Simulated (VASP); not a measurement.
# W (Fm-3m) in VASP: further runs

W is run at these levels: revPBE; tasks: single point.

Everything below comes from runs of VASP 6.6.1. Logs are shortened: lines on timing, memory, paths and dates and some standing lists are left out, and cuts for length are marked.

### Step 1. The cell of the first run

It takes space group Fm-3m (No. 225, cubic). The conventional cell has a = 4.050 Å, b = 4.050 Å, c = 4.050 Å, α = 90.00°, β = 90.00°, γ = 90.00°. Within 3.8 Å of W (site symmetry m-3m) lie 12 W at 2.86 Å.

### Step 2. Single point, revPBE

The input, INCAR:

```
ALGO = Normal ; EDIFF = 1E-6
ENCUT = 520 ; GGA = RE
ISIF = 2 ; ISMEAR = -1
LASPH = True ; LCHARG = False
LREAL = False ; LWAVE = False
NBANDS = 13 ; NELM = 80
PREC = Accurate ; SIGMA = 0.1
```

The input, KPOINTS:

```
k-points
0
Gamma
  14 14 14
```

The input, POSCAR:

```
W
1.0
    0.0000000000      2.0251994825      2.0251994825
    2.0251994825      0.0000000000      2.0251994825
    2.0251994825      2.0251994825      0.0000000000
W
1
Direct
    0.0000000000      0.0000000000      0.0000000000
```

Potentials or basis: VASP PAW PBE potentials, release 64 (W_sv).

On the command line:

```console
$ cat potpaw_PBE.64/W_sv/POTCAR > POTCAR
$ mpirun -np 1 vasp_std > vasp.out
```

OUTCAR:

```text
EDIFF = 1E-6
   ENCUT = 520
   GGA = RE
   ISIF = 2
   ISMEAR = -1
   LASPH = True
   LREAL = False
   NELM = 80
   PREC = Accurate

 ion  position               nearest neighbor table
   1  0.000  0.000  0.000-

  LATTYP: Found a face centered cubic cell.
 ALAT       =     4.0503989650

  Lattice vectors:

 A1 = (   0.0000000000,   2.0251994825,   2.0251994825)
 A2 = (   2.0251994825,   0.0000000000,   2.0251994825)
 A3 = (   2.0251994825,   2.0251994825,   0.0000000000)

Analysis of symmetry for initial positions (statically):
=====================================================================
 Subroutine PRICEL returns:
 Original cell was already a primitive cell.

 Routine SETGRP: Setting up the symmetry group for a
 face centered cubic supercell.

 Subroutine GETGRP returns: Found 48 space group operations
 (whereof 48 operations were pure point group operations)
 out of a pool of 48 trial point group operations.

The static configuration has the point symmetry O_h .

Analysis of symmetry for dynamics (positions and initial velocities):
=====================================================================
 Subroutine PRICEL returns:
 Original cell was already a primitive cell.

 Routine SETGRP: Setting up the symmetry group for a
 face centered cubic supercell.

 Subroutine GETGRP returns: Found 48 space group operations
 (whereof 48 operations were pure point group operations)
 out of a pool of 48 trial point group operations.

The dynamic configuration has the point symmetry O_h .

 Subroutine INISYM returns: Found 48 space group operations
 (whereof 48 operations are pure point group operations),
 and found     1 'primitive' translations

----------------------------------------------------------------------------------------

                                     Primitive cell

  volume of cell :      16.6124

  direct lattice vectors                    reciprocal lattice vectors
     0.000000000  2.025199483  2.025199483    -0.246889259  0.246889259  0.246889259
     2.025199483  0.000000000  2.025199483     0.246889259 -0.246889259  0.246889259
     2.025199483  2.025199483  0.000000000     0.246889259  0.246889259 -0.246889259

  length of vectors
     2.864064575  2.864064575  2.864064575     0.427624741  0.427624741  0.427624741

  position of ions in fractional coordinates (direct lattice)
     0.000000000  0.000000000  0.000000000

  ion indices of the primitive-cell ions
   primitive index   ion index
                 1           1

----------------------------------------------------------------------------------------

 KPOINTS: k-points

Automatic generation of k-mesh.
 Grid dimensions read from file:
 generate k-points for:   14   14   14

 Generating k-lattice:

  Cartesian coordinates                     Fractional coordinates (reciprocal lattice)
    -0.017634947  0.017634947  0.017634947     0.071428571  0.000000000  0.000000000
     0.017634947 -0.017634947  0.017634947     0.000000000  0.071428571  0.000000000
     0.017634947  0.017634947 -0.017634947     0.000000000  0.000000000  0.071428571

  Length of vectors
     0.030544624  0.030544624  0.030544624

  Shift w.r.t. Gamma in fractional coordinates (k-lattice)
     0.000000000  0.000000000  0.000000000

 Subroutine IBZKPT returns following result:
 ===========================================

 Found    104 irreducible k-points:

 Following reciprocal coordinates:
            Coordinates               Weight
  0.000000  0.000000  0.000000      1.000000
  0.071429  0.000000  0.000000      8.000000
  0.142857  0.000000  0.000000      8.000000
  0.214286  0.000000  0.000000      8.000000
  0.285714  0.000000  0.000000      8.000000
  0.357143  0.000000  0.000000      8.000000
[... 16 lines left out ...]
  0.214286  0.142857  0.000000     24.000000
  0.285714  0.142857  0.000000     24.000000
 [... further k-points ...]
   k-points           NKPTS =    104   k-points in BZ     NKDIM =    104   number of bands    NBANDS=     13
   number of dos      NEDOS =    301   number of ions     NIONS =      1
   total plane-waves  NPLWV =  13824
   dimension x,y,z NGX =    24 NGY =   24 NGZ =   24
   dimension x,y,z NGXF=    48 NGYF=   48 NGZF=   48
   ions per type =               1
   NGX,Y,Z   is equivalent  to a cutoff of  13.93, 13.93, 13.93 a.u.
   NGXF,Y,Z  is equivalent  to a cutoff of  27.86, 27.86, 27.86 a.u.
 SYSTEM =  unknown system
   PREC   = accura    normal or accurate (medium, high low for compatibility)
   ISTART =      0    job   : 0-new  1-cont  2-samecut
   ICHARG =      2    charge: 1-file 2-atom 10-const
   ISPIN  =      1    spin polarized calculation?
   LNONCOLLINEAR =      F non collinear calculations
   LSORBIT =      F    spin-orbit coupling
   LASPH  =      T    aspherical Exc in radial PAW
   ENCUT  =  520.0 eV  38.22 Ry    6.18 a.u.   5.33  5.33  5.33*2*pi/ulx,y,z
   NELM   =     80;   NELMIN=  2; NELMDL= -5     # of ELM steps
   EDIFF  = 0.1E-05   stopping-criterion for ELM
   LREAL  =      F    real-space projection
   EDIFFG = 0.1E-04   stopping-criterion for IOM
   NSW    =      0    number of steps for IOM
   IBRION =     -1    ionic relax: 0-MD 1-quasi-New 2-CG
   NFREE  =      0    steps in history (QN), initial steepest desc. (CG)
   ISIF   =      2    stress and relaxation
   ISYM   =      2    0-nonsym 1-usesym 2-fastsym
   POTIM  = 0.5000    time-step for ionic-motion
   TEBEG  =    0.0;   TEEND  =   0.0 temperature during run
   PSTRESS=    0.0 pullay stress
   NELECT =      14.0000    total number of electrons
   NUPDOWN=      -1.0000    fix difference up-down
   EMIN   =  10.00;   EMAX   =-10.00  energy-range for DOS
   EFERMI =   0.00;   METHOD = LEGACY
   ISMEAR =    -1;   SIGMA  =   0.10  broadening in eV -4-tet -1-fermi 0-gaus
   EFERMI_NEDOS =   21; number of points for ismear=-14 and -15
   IALGO  =     38    algorithm
   IMIX   =      4    mixing-type and parameters
     AMIX     =   0.40;   BMIX     =  1.00
     AMIX_MAG =   1.60;   BMIX_MAG =  1.00
  volume/ion in A,a.u.               =      16.61       112.11
  Fermi-wavevector in a.u.,A,eV,Ry     =   1.546345  2.922168 32.534014  2.391183
  Thomas-Fermi vector in A             =   2.651594
   LORBIT       =      0    0 simple, 1 ext, 2 COOP (PROOUT), +10 PAW based schemes
   GGA     = RE    functional components
   LHFCALC =     F    Hartree Fock is set to
   AEXX    =    0.0000 exact exchange contribution
   IVDW    =     0    specifies the selected vdW correction
   LEPSILON=     F    determine dielectric tensor
   LRPA    =     F    only Hartree local field effects (RPA)
 non-spin polarized calculation
  energy-cutoff  :      520.00
  volume of cell :       16.61
 maximum number of plane-waves:       459
 NGX is ok and might be reduce to    24
   NGX = 11   NGY = 11   NGZ = 11

 number of electron      14.0000002 magnetization

 Free energy of the ion-electron system (eV)
  ---------------------------------------------------
  ext. energy  EPLUGINS =         0.00000000
  ---------------------------------------------------
  free energy    TOTEN  =       -12.05417419 eV

  energy without entropy =      -12.01360605  energy(sigma->0) =      -12.03389012

 E-fermi :  10.3891     XC(G=0): -13.3292

 val. band max:       10.3843947438   @ k =  -0.1429   0.0714   0.0000
 cond. band min:      10.4093505323   @ k =   0.2143   0.1429   0.0714
 fundamental gap:      0.0249557885
 Fermi energy:        10.3890953984

 k-point     1 :       0.0000    0.0000    0.0000
  band No.  band energies     occupation
      1     -63.3346      2.00000
      2     -26.9786      2.00000
      3     -26.9786      2.00000
      4     -26.9786      2.00000
      5       1.4550      2.00000
      6       9.8466      1.99123
      7       9.8466      1.99123
      8       9.8466      1.99123
      9      12.9249      0.00000
     10      12.9249      0.00000
     11      23.1271      0.00000
     12      28.3015      0.00000
     13      28.3015      0.00000

 k-point     2 :       0.0714    0.0000    0.0000
  band No.  band energies     occupation
      1     -63.3296      2.00000
      2     -27.0366      2.00000
      3     -26.9861      2.00000
      4     -26.9861      2.00000
      5       1.6751      2.00000
      6       9.6769      1.99839
      7       9.9487      1.97583
      8       9.9487      1.97583
      9      12.8327      0.00000
     10      12.8327      0.00000
     11      23.5681      0.00000
     12      27.3672      0.00000
     13      28.7144      0.00000

 k-point     3 :       0.1429    0.0000    0.0000
  band No.  band energies     occupation
      1     -63.3158      2.00000
      2     -27.1966      2.00000
      3     -27.0068      2.00000
      4     -27.0068      2.00000
      5       2.2962      2.00000
      6       9.2793      1.99997
      7      10.1841      1.77192
      8      10.1841      1.77192
      9      12.6738      0.00000
     10      12.6738      0.00000
     11      24.5827      0.00000
     12      25.9658      0.00000
     13      29.8874      0.00000
[... 305 lines left out ...]
 k-point    23 :       0.2143    0.1429    0.0000
  band No.  band energies     occupation
      1     -63.2946      2.00000
      2     -27.3369      2.00000
      3     -27.0928      2.00000
      4     -27.0839      2.00000
      5       3.2646      2.00000
      6       8.4157      2.00000
      7      10.6051      0.20685
      8      10.8731      0.01568
      9      11.5287      0.00002
     10      13.5172      0.00000
     11      26.1518      0.00000
     12      26.7123      0.00000
     13      29.4586      0.00000

 k-point    24 :       0.2857    0.1429    0.0000
  band No.  band energies     occupation
      1     -63.2751      2.00000
      2     -27.5366      2.00000
      3     -27.1299      2.00000
      4     -27.1186      2.00000
      5       4.1507      2.00000
      6       8.1317      2.00000
      7      10.0446      1.93814
      8      10.9902      0.00489
      9      12.3392      0.00000
     10      13.9566      0.00000
     11      24.8917      0.00000
     12      27.8071      0.00000
     13      30.0235      0.00000

 [... further k-points ...]

------------------------ aborting loop because EDIFF is reached ----------------------------------------

  FORCE on cell =-STRESS in cart. coord.  units (eV):
  Direction    XX          YY          ZZ          XY          YZ          ZX
  --------------------------------------------------------------------------------------
  -------------------------------------------------------------------------------------
  Total        0.0464083      0.0464083      0.0464083      0.0000000     -0.0000000      0.0000000
  in kB        4.4758249      4.4758249      4.4758249      0.0000000     -0.0000000      0.0000000
  external PRESSURE =       4.4758249 kB  Pullay stress =       0.0000000 kB

 VOLUME and BASIS-vectors are now :
 -----------------------------------------------------------------------------
  energy-cutoff  :      520.00
  volume of cell :       16.61
      direct lattice vectors                 reciprocal lattice vectors
     0.000000000  2.025199483  2.025199483    -0.246889259  0.246889259  0.246889259
     2.025199483  0.000000000  2.025199483     0.246889259 -0.246889259  0.246889259
     2.025199483  2.025199483  0.000000000     0.246889259  0.246889259 -0.246889259

 POSITION                                       TOTAL-FORCE (eV/Angst)
 -----------------------------------------------------------------------------------
      0.00000      0.00000      0.00000        -0.000000      0.000000     -0.000000
 -----------------------------------------------------------------------------------
    total drift:                               -0.000000      0.000000      0.000000

  FREE ENERGIE OF THE ION-ELECTRON SYSTEM (eV)
  ---------------------------------------------------
  free  energy   TOTEN  =       -12.0541741876 eV

  energy  without entropy=      -12.0136060528  energy(sigma->0) =      -12.03389012
```

Wall time 17 s (1 thread of Intel Xeon 8259CL, shared host); peak memory 0.15 GiB.

Results:

```yaml
Free_energy: -12.0542 eV
Pressure: 0.4 GPa
Band_gap_on_the_k_mesh: zero (band 7 reaches 13.35 eV, above the bottom of band 8 at 9.85 eV)
```

Levels at points of the mesh, in eV from the Fermi level:
```tsv
k point	band 5	band 6	band 7	band 8	band 9	band 10
(0.00, 0.00, 0.00)	-8.93	-0.54	-0.54	-0.54	2.54	2.54
(0.50, 0.00, 0.00)	-5.54	-0.76	-0.76	0.57	4.96	4.96
(0.50, 0.50, 0.00)	-5.40	-4.45	2.96	4.93	5.67	5.67
```

Caveat: the PAW data sets were made with another functional, which shifts forces and pressure a little; spin-orbit coupling is left out, which moves the levels of the heavy elements.

### Step 3. Single point, revPBE (volume scaled by 0.88)

The input, INCAR:

```
  ALGO = Normal
  EDIFF = 1E-6
  ENCUT = 520
  GGA = RE
  ISIF = 2
  ISMEAR = -1
  LASPH = T
  LCHARG = F
  LREAL = F
  LWAVE = F
  NBANDS = 13
  NELM = 80
  PREC = Accurate
  SIGMA = 0.1
```

The input, KPOINTS:

```
k-points
0
Gamma
  15 15 15
```

The input, POSCAR:

```
W
1.0
    0.0000000000      1.9407162030      1.9407162030
    1.9407162030      0.0000000000      1.9407162030
    1.9407162030      1.9407162030      0.0000000000
W
1
Direct
    0.0000000000      0.0000000000      0.0000000000
```

Potentials or basis: VASP PAW PBE potentials, release 64 (W_sv).

On the command line:

```console
$ cat potpaw_PBE.64/W_sv/POTCAR > POTCAR
$ mpirun -np 1 vasp_std > vasp.out
```

It took 21 s on 1 thread of Intel Xeon 8259CL, shared host; peak memory 0.14 GiB.

The run converged. Its results:

```yaml
Free_energy: -11.7938 eV
Pressure: 46.2 GPa
Band_gap_on_the_k_mesh: zero (band 7 reaches 15.76 eV, above the bottom of band 8 at 11.50 eV)
```

Levels at points of the mesh, in eV from the Fermi level:
```tsv
k point	band 4	band 5	band 6	band 7	band 8	band 9	band 10	band 11
(0.00, 0.00, 0.00)	-36.93	-9.59	-0.72	-0.72	-0.72	2.97	2.97	12.87
```

Caveat: the PAW data sets were made with another functional, which shifts forces and pressure a little; spin-orbit coupling is left out, which moves the levels of the heavy elements.
